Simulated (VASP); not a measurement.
# SnSe2 (P-3m1) in VASP: further runs

The runs below take SnSe2 through single point, relaxation of cell and atoms, with PBE+D4.

Program: VASP 6.6.1. These are calculated values, not measurements. Logs are shortened: lines on timing, memory, paths and dates and some standing lists are left out, and cuts for length are marked.

**1. The cell of the first run**

Symmetry: P-3m1, No. 164, trigonal system. Conventional cell: a = 3.838 Å, b = 3.838 Å, c = 6.004 Å, α = 90.00°, β = 90.00°, γ = 120.00°. Within 3.6 Å of Sn (site symmetry -3m) lie 6 Se at 2.73 Å. Within 3.6 Å of Se (site symmetry 3m) lie 3 Sn at 2.73 Å and 3 Se at 3.58 Å.

**2. Single point, PBE+D4**

INCAR reads:

```
SYSTEM = SnSe2
PREC = Accurate ; ENCUT = 520
EDIFF = 1E-6 ; ISMEAR = 0
SIGMA = 0.02 ; LREAL = .False.
LASPH = .True. ; NELM = 80
ALGO = Normal ; ISIF = 2
LWAVE = .False. ; LCHARG = .False.
GGA = PE ; IVDW = 13
NBANDS = 20
```

KPOINTS reads:

```
regular mesh
0
Gamma
  9 9 6
  0 0 0
```

POSCAR reads:

```
SnSe2
1.0
    3.8381303771      0.0000000000      0.0000000000
   -1.9190651886      3.3239184096      0.0000000000
    0.0000000000      0.0000000000      6.0042966469
Sn Se
1 2
Direct
    0.0000000000      0.0000000000      0.0000000000
    0.3333333333      0.6666666667      0.2654157971
    0.6666666667      0.3333333333      0.7345842029
```

Potentials or basis: VASP PAW PBE potentials, release 64 (Sn_d, Se).

Started as:

```bash
> cat potpaw_PBE.64/Sn_d/POTCAR potpaw_PBE.64/Se/POTCAR > POTCAR
> mpirun -np 1 vasp_std > vasp.out
```

OUTCAR:

```text
SYSTEM = SnSe2
   PREC = Accurate
   ENCUT = 520
   EDIFF = 1E-6
   ISMEAR = 0
   LREAL = .False.
   LASPH = .True.
   NELM = 80
   ISIF = 2
   GGA = PE
   IVDW = 13

 ion  position               nearest neighbor table
   1  0.000  0.000  0.000-   2 2.73   3 2.73   3 2.73   2 2.73   3 2.73   2 2.73
   2  0.333  0.667  0.265-   1 2.73   1 2.73   1 2.73
   3  0.667  0.333  0.735-   1 2.73   1 2.73   1 2.73

  LATTYP: Found a hexagonal cell.
 ALAT       =     3.8381303771
 C/A-ratio  =     1.5643805856

  Lattice vectors:

 A1 = (   3.8381303771,   0.0000000000,   0.0000000000)
 A2 = (  -1.9190651886,   3.3239184096,   0.0000000000)
 A3 = (   0.0000000000,   0.0000000000,   6.0042966469)

Analysis of symmetry for initial positions (statically):
=====================================================================
 Subroutine PRICEL returns:
 Original cell was already a primitive cell.

 Routine SETGRP: Setting up the symmetry group for a
 hexagonal supercell.

 Subroutine GETGRP returns: Found 12 space group operations
 (whereof 12 operations were pure point group operations)
 out of a pool of 24 trial point group operations.

The static configuration has the point symmetry D_3d.

Analysis of symmetry for dynamics (positions and initial velocities):
=====================================================================
 Subroutine PRICEL returns:
 Original cell was already a primitive cell.

 Routine SETGRP: Setting up the symmetry group for a
 hexagonal supercell.

 Subroutine GETGRP returns: Found 12 space group operations
 (whereof 12 operations were pure point group operations)
 out of a pool of 24 trial point group operations.

The dynamic configuration has the point symmetry D_3d.

 Subroutine INISYM returns: Found 12 space group operations
 (whereof 12 operations are pure point group operations),
 and found     1 'primitive' translations

----------------------------------------------------------------------------------------

                                     Primitive cell

  volume of cell :      76.6006

  direct lattice vectors                    reciprocal lattice vectors
     3.838130377  0.000000000  0.000000000     0.260543520  0.150424872  0.000000000
    -1.919065189  3.323918410  0.000000000     0.000000000  0.300849743  0.000000000
     0.000000000  0.000000000  6.004296647     0.000000000  0.000000000  0.166547401

  length of vectors
     3.838130377  3.838130377  6.004296647     0.300849743  0.300849743  0.166547401

  position of ions in fractional coordinates (direct lattice)
     0.000000000  0.000000000  0.000000000
     0.333333333  0.666666667  0.265415797
     0.666666667  0.333333333  0.734584203

  ion indices of the primitive-cell ions
   primitive index   ion index
                 1           1
                 2           2
                 3           3

----------------------------------------------------------------------------------------

 KPOINTS: regular mesh

Automatic generation of k-mesh.
 Grid dimensions read from file:
 generate k-points for:    9    9    6

 Generating k-lattice:

  Cartesian coordinates                     Fractional coordinates (reciprocal lattice)
     0.028949280  0.016713875  0.000000000     0.111111111  0.000000000  0.000000000
     0.000000000  0.033427749  0.000000000     0.000000000  0.111111111  0.000000000
     0.000000000  0.000000000  0.027757900     0.000000000  0.000000000  0.166666667

  Length of vectors
     0.033427749  0.033427749  0.027757900

  Shift w.r.t. Gamma in fractional coordinates (k-lattice)
     0.000000000  0.000000000  0.000000000

 Subroutine IBZKPT returns following result:
 ===========================================

 Found     62 irreducible k-points:

 Following reciprocal coordinates:
            Coordinates               Weight
  0.000000  0.000000  0.000000      1.000000
  0.111111 -0.000000  0.000000      6.000000
  0.222222 -0.000000  0.000000      6.000000
  0.333333  0.000000  0.000000      6.000000
  0.444444 -0.000000  0.000000      6.000000
  0.111111  0.111111  0.000000      6.000000
[... 16 lines left out ...]
  0.222222  0.111111  0.166667     12.000000
 -0.111111  0.333333  0.166667     12.000000
 [... further k-points ...]
   k-points           NKPTS =     62   k-points in BZ     NKDIM =     62   number of bands    NBANDS=     20
   number of dos      NEDOS =    301   number of ions     NIONS =      3
   total plane-waves  NPLWV =  43200
   dimension x,y,z NGX =    30 NGY =   30 NGZ =   48
   dimension x,y,z NGXF=    60 NGYF=   60 NGZF=   96
   ions per type =               1   2
   NGX,Y,Z   is equivalent  to a cutoff of  12.99, 12.99, 13.29 a.u.
   NGXF,Y,Z  is equivalent  to a cutoff of  25.99, 25.99, 26.58 a.u.
 SYSTEM =  SnSe2
   PREC   = accura    normal or accurate (medium, high low for compatibility)
   ISTART =      0    job   : 0-new  1-cont  2-samecut
   ICHARG =      2    charge: 1-file 2-atom 10-const
   ISPIN  =      1    spin polarized calculation?
   LNONCOLLINEAR =      F non collinear calculations
   LSORBIT =      F    spin-orbit coupling
   LASPH  =      T    aspherical Exc in radial PAW
   ENCUT  =  520.0 eV  38.22 Ry    6.18 a.u.   7.14  7.14 11.16*2*pi/ulx,y,z
   NELM   =     80;   NELMIN=  2; NELMDL= -5     # of ELM steps
   EDIFF  = 0.1E-05   stopping-criterion for ELM
   LREAL  =      F    real-space projection
   EDIFFG = 0.1E-04   stopping-criterion for IOM
   NSW    =      0    number of steps for IOM
   IBRION =     -1    ionic relax: 0-MD 1-quasi-New 2-CG
   NFREE  =      0    steps in history (QN), initial steepest desc. (CG)
   ISIF   =      2    stress and relaxation
   ISYM   =      2    0-nonsym 1-usesym 2-fastsym
   POTIM  = 0.5000    time-step for ionic-motion
   TEBEG  =    0.0;   TEEND  =   0.0 temperature during run
   PSTRESS=    0.0 pullay stress
   NELECT =      26.0000    total number of electrons
   NUPDOWN=      -1.0000    fix difference up-down
   EMIN   =  10.00;   EMAX   =-10.00  energy-range for DOS
   EFERMI =   0.00;   METHOD = LEGACY
   ISMEAR =     0;   SIGMA  =   0.02  broadening in eV -4-tet -1-fermi 0-gaus
   EFERMI_NEDOS =   21; number of points for ismear=-14 and -15
   IALGO  =     38    algorithm
   IMIX   =      4    mixing-type and parameters
     AMIX     =   0.40;   BMIX     =  1.00
     AMIX_MAG =   1.60;   BMIX_MAG =  1.00
  volume/ion in A,a.u.               =      25.53       172.31
  Fermi-wavevector in a.u.,A,eV,Ry     =   1.141971  2.158013 17.743338  1.304099
  Thomas-Fermi vector in A             =   2.278670
   LORBIT       =      0    0 simple, 1 ext, 2 COOP (PROOUT), +10 PAW based schemes
   GGA     = PE    functional components
   LHFCALC =     F    Hartree Fock is set to
   AEXX    =    0.0000 exact exchange contribution
   IVDW    =    13    specifies the selected vdW correction
   LEPSILON=     F    determine dielectric tensor
   LRPA    =     F    only Hartree local field effects (RPA)
 non-spin polarized calculation
 Gauss-broadening in eV      SIGMA  =   0.02
  energy-cutoff  :      520.00
  volume of cell :       76.60
 maximum number of plane-waves:      2085
 NGX is ok and might be reduce to    30
   NGX = 15   NGY = 15   NGZ = 23

 number of electron      26.0000002 magnetization

 Free energy of the ion-electron system (eV)
  ---------------------------------------------------
  ext. energy  EPLUGINS =         0.00000000
  ---------------------------------------------------
  free energy    TOTEN  =       -11.80380805 eV

  energy without entropy =      -11.80380805  energy(sigma->0) =      -11.80380805

 E-fermi :   4.5787     XC(G=0):  -9.5722

 val. band max:        4.4290339529   @ k =   0.1111  -0.0000   0.0000
 cond. band min:       4.8025400829   @ k =   0.0000   0.4444   0.3333
 fundamental gap:      0.3735061300
 Fermi energy:         4.5787149515

 k-point     1 :       0.0000    0.0000    0.0000
  band No.  band energies     occupation
      1     -16.9578      2.00000
      2     -16.9578      2.00000
      3     -16.9237      2.00000
      4     -16.9124      2.00000
      5     -16.9124      2.00000
      6      -9.5036      2.00000
[... 12 lines left out ...]
     19      13.3247      0.00000
     20      13.3248      0.00000

 k-point     2 :       0.1111   -0.0000    0.0000
  band No.  band energies     occupation
      1     -16.9624      2.00000
      2     -16.9535      2.00000
      3     -16.9206      2.00000
      4     -16.9151      2.00000
      5     -16.9120      2.00000
      6      -9.3861      2.00000
[... 12 lines left out ...]
     19      12.6026      0.00000
     20      13.3986      0.00000

 k-point     3 :       0.2222   -0.0000    0.0000
  band No.  band energies     occupation
      1     -16.9757      2.00000
      2     -16.9445      2.00000
      3     -16.9231      2.00000
      4     -16.9104      2.00000
      5     -16.9092      2.00000
      6      -9.0488      2.00000
[... 12 lines left out ...]
     19      12.3445      0.00000
     20      13.7169      0.00000

 k-point     4 :       0.3333    0.0000    0.0000
  band No.  band energies     occupation
      1     -16.9924      2.00000
      2     -16.9386      2.00000
      3     -16.9297      2.00000
      4     -16.9016      2.00000
      5     -16.8996      2.00000
      6      -8.5507      2.00000
[... 12 lines left out ...]
     19      13.2752      0.00000
     20      14.5110      0.00000

 k-point     5 :       0.4444   -0.0000    0.0000
  band No.  band energies     occupation
      1     -17.0038      2.00000
      2     -16.9371      2.00000
      3     -16.9336      2.00000
      4     -16.8942      2.00000
      5     -16.8924      2.00000
      6      -8.0585      2.00000
[... 12 lines left out ...]
     19      14.3340      0.00000
     20      15.2948      0.00000
[... 353 lines left out ...]
      6      -8.0259      2.00000
[... 12 lines left out ...]
     19      13.6526      0.00000
     20      15.1255      0.00000

 k-point    22 :       0.1111    0.1111    0.1667
  band No.  band energies     occupation
      1     -16.9699      2.00000
      2     -16.9487      2.00000
      3     -16.9193      2.00000
      4     -16.9162      2.00000
      5     -16.9090      2.00000
      6      -9.1032      2.00000
[... 12 lines left out ...]
     19      12.2525      0.00000
     20      13.0670      0.00000

 k-point    23 :       0.2222    0.1111    0.1667
  band No.  band energies     occupation
      1     -16.9827      2.00000
      2     -16.9442      2.00000
      3     -16.9247      2.00000
      4     -16.9110      2.00000
      5     -16.8998      2.00000
      6      -8.6861      2.00000
[... 12 lines left out ...]
     19      12.2284      0.00000
     20      13.9465      0.00000

 k-point    24 :      -0.1111    0.3333    0.1667
  band No.  band energies     occupation
      1     -16.9827      2.00000
      2     -16.9442      2.00000
      3     -16.9248      2.00000
      4     -16.9110      2.00000
      5     -16.8998      2.00000
      6      -8.6860      2.00000
[... 12 lines left out ...]
     19      11.6483      0.00000
     20      13.8005      0.00000

 [... further k-points ...]

------------------------ aborting loop because EDIFF is reached ----------------------------------------

  DFT-D4 for vdW energy calculation

  Edisp (eV):   -1.19982

  FORCE on cell =-STRESS in cart. coord.  units (eV):
  Direction    XX          YY          ZZ          XY          YZ          ZX
  --------------------------------------------------------------------------------------
  -------------------------------------------------------------------------------------
  Total       0.03268     0.03268     0.03865    -0.00000     0.00000     0.00000
  in kB       0.68354     0.68354     0.80831    -0.00000     0.00000     0.00000
  external pressure =        0.73 kB  Pullay stress =        0.00 kB

 VOLUME and BASIS-vectors are now :
 -----------------------------------------------------------------------------
  energy-cutoff  :      520.00
  volume of cell :       76.60
      direct lattice vectors                 reciprocal lattice vectors
     3.838130377  0.000000000  0.000000000     0.260543520  0.150424872  0.000000000
    -1.919065189  3.323918410  0.000000000     0.000000000  0.300849743  0.000000000
     0.000000000  0.000000000  6.004296647     0.000000000  0.000000000  0.166547401

 POSITION                                       TOTAL-FORCE (eV/Angst)
 -----------------------------------------------------------------------------------
      0.00000      0.00000      0.00000         0.000000      0.000000      0.000000
     -0.00000      2.21595      1.59364         0.000000     -0.000000      0.013920
      1.91907      1.10797      4.41066        -0.000000      0.000000     -0.013920
 -----------------------------------------------------------------------------------
    total drift:                                0.000000     -0.000000     -0.000000

  FREE ENERGIE OF THE ION-ELECTRON SYSTEM (eV)
  ---------------------------------------------------
  free  energy   TOTEN  =       -13.0036314148 eV

  energy  without entropy=      -13.0036314148  energy(sigma->0) =      -13.00363141
```

Run time: 2.5 min. Hardware: 1 thread of Intel Xeon 8259CL, shared host; peak memory 0.25 GiB.

Results:

| Quantity | Value |
| --- | --- |
| Free energy | -13.0036 eV |
| Pressure | 0.1 GPa |
| Largest force | 0.014 eV/Å |
| Band gap on the k mesh | 0.37 eV (least direct gap 0.82 eV) |
| Dispersion energy per atom | -0.400 eV |

Forces in eV/Å, atoms in the order of the input:
```
Sn   0.000  0.000  0.000
Se   0.000  0.000  0.014
Se   0.000  0.000 -0.014
```

Levels at points of the mesh, in eV from the valence-band top:
| k point | band 9 | band 10 | band 11 | band 12 | band 13 | band 14 | band 15 | band 16 | band 17 | band 18 |
| --- | --- | --- | --- | --- | --- | --- | --- | --- | --- | --- |
| (0.00, 0.00, 0.00) | -0.71 | -0.71 | -0.54 | -0.54 | -0.10 | 0.72 | 2.93 | 4.50 | 4.50 | 8.09 |
| (0.00, 0.00, 0.50) | -2.44 | -0.87 | -0.87 | -0.28 | -0.28 | 2.41 | 2.79 | 4.11 | 4.11 | 7.37 |

Caveat: semilocal functionals underestimate gaps, and a narrow one can read as zero; spin-orbit coupling is left out, which moves the levels of the heavy elements. A k mesh can miss the band edges.

(Part 1 of 2 ends here.)
